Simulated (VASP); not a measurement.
# Rh (P-3m1) in VASP: single point with PBE

Aim: the single point of Rh with PBE.

Everything below comes from runs of VASP 6.6.1. Logs are shortened: lines on timing, memory, paths and dates and some standing lists are left out, and cuts for length are marked.

### 1 The cell of the first run

Symmetry: P-3m1, No. 164, trigonal system. The conventional cell has a = 2.711 Å, b = 2.711 Å, c = 15.477 Å, α = 90.00°, β = 90.00°, γ = 120.00°. Rh (site symmetry 3m) has 12 Rh at 2.70 to 2.71 Å within 3.6 Å. Within 3.6 Å of Rh (site symmetry 3m) lie 12 Rh at 2.71 to 2.73 Å. Rh (site symmetry 3m) has 12 Rh at 2.70 to 2.73 Å within 3.6 Å. Rh (site symmetry -3m) has 12 Rh at 2.70 to 2.71 Å within 3.6 Å.

### 2 Single point, PBE

INCAR

```
SYSTEM = Rh
ALGO = Fast ; EDIFF = 1E-6
ENCUT = 520 ; GGA = PE
ISIF = 2 ; ISMEAR = 0
LASPH = .TRUE. ; LCHARG = .FALSE.
LREAL = .FALSE. ; LWAVE = .FALSE.
NBANDS = 62 ; NELM = 80
PREC = Accurate ; SIGMA = 0.1
```

KPOINTS

```
k-points
0
G
  18 18 3
  0 0 0
```

POSCAR

```
Rh
1.0
    2.7112196132      0.0000000000      0.0000000000
   -1.3556098066      2.3479850602      0.0000000000
    0.0000000000      0.0000000000     15.4771075494
Rh
7
Direct
    0.0000000000      0.0000000000     -0.0003902342
    0.3333333333      0.6666666667      0.1423079686
    0.0000000000      0.0000000000      0.2864601822
    0.3333333333      0.6666666667      0.4285714286
    0.6666666667      0.3333333333      0.5706826750
    0.3333333333      0.6666666667      0.7148348886
    0.6666666667      0.3333333333      0.8575330914
```

Potentials or basis: VASP PAW PBE potentials, release 64 (Rh_pv).

Started as:

```bash
> cat potpaw_PBE.64/Rh_pv/POTCAR > POTCAR
> mpirun -np 1 vasp_std > vasp.out
```

OUTCAR:

```text
SYSTEM = Rh
   EDIFF = 1E-6
   ENCUT = 520
   GGA = PE
   ISIF = 2
   ISMEAR = 0
   LASPH = .TRUE.
   LREAL = .FALSE.
   NELM = 80
   PREC = Accurate

 ion  position               nearest neighbor table
   1  0.000  0.000  1.000-   7 2.70   7 2.70   7 2.70   2 2.71   2 2.71   2 2.71
   2  0.333  0.667  0.142-   1 2.71   1 2.71   1 2.71   3 2.73   3 2.73   3 2.73
   3  0.000  0.000  0.286-   4 2.70   4 2.70   4 2.70   2 2.73   2 2.73   2 2.73
   4  0.333  0.667  0.429-   5 2.70   3 2.70   5 2.70   3 2.70   3 2.70   5 2.70
   5  0.667  0.333  0.571-   4 2.70   4 2.70   4 2.70   6 2.73   6 2.73   6 2.73
   6  0.333  0.667  0.715-   7 2.71   7 2.71   7 2.71   5 2.73   5 2.73   5 2.73
   7  0.667  0.333  0.858-   1 2.70   1 2.70   1 2.70   6 2.71   6 2.71   6 2.71

  LATTYP: Found a hexagonal cell.
 ALAT       =     2.7112196132
 C/A-ratio  =     5.7085407151

  Lattice vectors:

 A1 = (   2.7112196132,   0.0000000000,   0.0000000000)
 A2 = (  -1.3556098066,   2.3479850602,   0.0000000000)
 A3 = (   0.0000000000,   0.0000000000,  15.4771075494)

Analysis of symmetry for initial positions (statically):
=====================================================================
 Subroutine PRICEL returns:
 Original cell was already a primitive cell.

 Routine SETGRP: Setting up the symmetry group for a
 hexagonal supercell.

 Subroutine GETGRP returns: Found 12 space group operations
 (whereof  6 operations were pure point group operations)
 out of a pool of 24 trial point group operations.

The static configuration has the point symmetry C_3v.
 The point group associated with its full space group is D_3d.

Analysis of symmetry for dynamics (positions and initial velocities):
=====================================================================
 Subroutine PRICEL returns:
 Original cell was already a primitive cell.

 Routine SETGRP: Setting up the symmetry group for a
 hexagonal supercell.

 Subroutine GETGRP returns: Found 12 space group operations
 (whereof  6 operations were pure point group operations)
 out of a pool of 24 trial point group operations.

The dynamic configuration has the point symmetry C_3v.
 The point group associated with its full space group is D_3d.

 Subroutine INISYM returns: Found 12 space group operations
 (whereof  6 operations are pure point group operations),
 and found     1 'primitive' translations

----------------------------------------------------------------------------------------

                                     Primitive cell
[... 101 lines left out ...]
   EDIFF  = 0.1E-05   stopping-criterion for ELM
   LREAL  =      F    real-space projection
   EDIFFG = 0.1E-04   stopping-criterion for IOM
   NSW    =      0    number of steps for IOM
   IBRION =     -1    ionic relax: 0-MD 1-quasi-New 2-CG
   NFREE  =      0    steps in history (QN), initial steepest desc. (CG)
   ISIF   =      2    stress and relaxation
   ISYM   =      2    0-nonsym 1-usesym 2-fastsym
   POTIM  = 0.5000    time-step for ionic-motion
   TEBEG  =    0.0;   TEEND  =   0.0 temperature during run
   PSTRESS=    0.0 pullay stress
   NELECT =     105.0000    total number of electrons
   NUPDOWN=      -1.0000    fix difference up-down
   EMIN   =  10.00;   EMAX   =-10.00  energy-range for DOS
   EFERMI =   0.00;   METHOD = LEGACY
   ISMEAR =     0;   SIGMA  =   0.10  broadening in eV -4-tet -1-fermi 0-gaus
   EFERMI_NEDOS =   21; number of points for ismear=-14 and -15
   IALGO  =     68    algorithm
   IMIX   =      4    mixing-type and parameters
     AMIX     =   0.40;   BMIX     =  1.00
     AMIX_MAG =   1.60;   BMIX_MAG =  1.00
  volume/ion in A,a.u.               =      14.08        94.98
  Fermi-wavevector in a.u.,A,eV,Ry     =   1.672199  3.159998 38.045289  2.796250
  Thomas-Fermi vector in A             =   2.757388
   LORBIT       =      0    0 simple, 1 ext, 2 COOP (PROOUT), +10 PAW based schemes
   GGA     = PE    functional components
   LHFCALC =     F    Hartree Fock is set to
   AEXX    =    0.0000 exact exchange contribution
   IVDW    =     0    specifies the selected vdW correction
   LEPSILON=     F    determine dielectric tensor
   LRPA    =     F    only Hartree local field effects (RPA)
 non-spin polarized calculation
 RMM-DIIS sequential band-by-band and
 Gauss-broadening in eV      SIGMA  =   0.10
  energy-cutoff  :      520.00
  volume of cell :       98.53
 maximum number of plane-waves:      2685
   NGX = 11   NGY = 11   NGZ = 57

 number of electron     105.0000008 magnetization

 Free energy of the ion-electron system (eV)
  ---------------------------------------------------
  ext. energy  EPLUGINS =         0.00000000
  ---------------------------------------------------
  free energy    TOTEN  =       -50.67677880 eV

  energy without entropy =      -50.62564057  energy(sigma->0) =      -50.65120968

 E-fermi :  11.5092     XC(G=0): -13.8803

 val. band max:       11.5088288152   @ k =   0.2222   0.0556   0.3333
 cond. band min:      11.5096029265   @ k =   0.3889   0.1111   0.3333
 fundamental gap:      0.0007741113
 Fermi energy:        11.5091915161

 k-point     1 :       0.0000    0.0000    0.0000
  band No.  band energies     occupation
      1     -35.5077      2.00000
      2     -35.5002      2.00000
      3     -35.2743      2.00000
      4     -35.2637      2.00000
      5     -35.0002      2.00000
      6     -34.9657      2.00000
[... 1549 lines left out ...]
     61      15.5557      0.00000
     62      17.4579      0.00000

 [... further k-points ...]
[... 5 lines left out ...]
  --------------------------------------------------------------------------------------
  -------------------------------------------------------------------------------------
  Total        0.0324056      0.0324056      0.0242397      0.0000000      0.0000000      0.0000000
  in kB        0.5269640      0.5269640      0.3941744      0.0000000      0.0000000      0.0000000
  external PRESSURE =       0.4827008 kB  Pullay stress =       0.0000000 kB

 VOLUME and BASIS-vectors are now :
 -----------------------------------------------------------------------------
  energy-cutoff  :      520.00
  volume of cell :       98.53
      direct lattice vectors                 reciprocal lattice vectors
     2.711219613  0.000000000  0.000000000     0.368837698  0.212948544  0.000000000
    -1.355609807  2.347985060  0.000000000     0.000000000  0.425897088  0.000000000
     0.000000000  0.000000000 15.477107549     0.000000000  0.000000000  0.064611556

 POSITION                                       TOTAL-FORCE (eV/Angst)
 -----------------------------------------------------------------------------------
      0.00000      0.00000     15.47107        -0.000000     -0.000000      0.002292
     -0.00000      1.56532      2.20252        -0.000000      0.000000      0.002627
      0.00000      0.00000      4.43358        -0.000000      0.000000     -0.003536
     -0.00000      1.56532      6.63305         0.000000     -0.000000     -0.000000
      1.35561      0.78266      8.83252         0.000000      0.000000      0.003536
     -0.00000      1.56532     11.06358         0.000000      0.000000     -0.002627
      1.35561      0.78266     13.27213         0.000000      0.000000     -0.002292
 -----------------------------------------------------------------------------------
    total drift:                                0.000000     -0.000000     -0.000084

  FREE ENERGIE OF THE ION-ELECTRON SYSTEM (eV)
  ---------------------------------------------------
  free  energy   TOTEN  =       -50.6767787975 eV

  energy  without entropy=      -50.6256405667  energy(sigma->0) =      -50.65120968
```

OSZICAR:

```text
N       E                     dE             d eps       ncg     rms          rms(c)
DAV:   1     0.144819626025E+04    0.14482E+04   -0.63808E+04 12996   0.195E+03
DAV:   2     0.774042990248E+01   -0.14405E+04   -0.14077E+04 13024   0.624E+02
DAV:   3    -0.527020896453E+02   -0.60443E+02   -0.56455E+02 13800   0.129E+02
DAV:   4    -0.541238059070E+02   -0.14217E+01   -0.13905E+01 13554   0.177E+01
[... 12 lines left out ...]
RMM:  59    -0.506767741649E+02   -0.11405E-05   -0.11407E-05   228   0.849E-04    0.411E-03
RMM:  60    -0.506767755408E+02   -0.13759E-05   -0.13742E-05   228   0.847E-04    0.417E-03
RMM:  61    -0.506767765833E+02   -0.10424E-05   -0.10452E-05   360   0.848E-04    0.417E-03
RMM:  62    -0.506767778410E+02   -0.12577E-05   -0.12551E-05   223   0.833E-04    0.427E-03
RMM:  63    -0.506767787975E+02   -0.95650E-06   -0.95727E-06   221   0.833E-04
   1 F= -.50676779E+02 E0= -.50651210E+02  d E =-.511382E-01
```

It took 40 min on 1 thread of Intel Xeon Platinum 8259CL at 2.50GHz (Skylake/Cascade Lake), shared host; peak memory 0.49 GiB.

Results:

* Free energy: -50.6768 eV
* Pressure: 0.0 GPa
* Largest force: 0.004 eV/Å

Forces in eV/Å, atoms in the order of the input:
```
Rh   0.000  0.000  0.002
Rh   0.000  0.000  0.003
Rh   0.000  0.000 -0.004
Rh   0.000  0.000  0.000
Rh   0.000  0.000  0.004
Rh   0.000  0.000 -0.003
Rh   0.000  0.000 -0.002
```
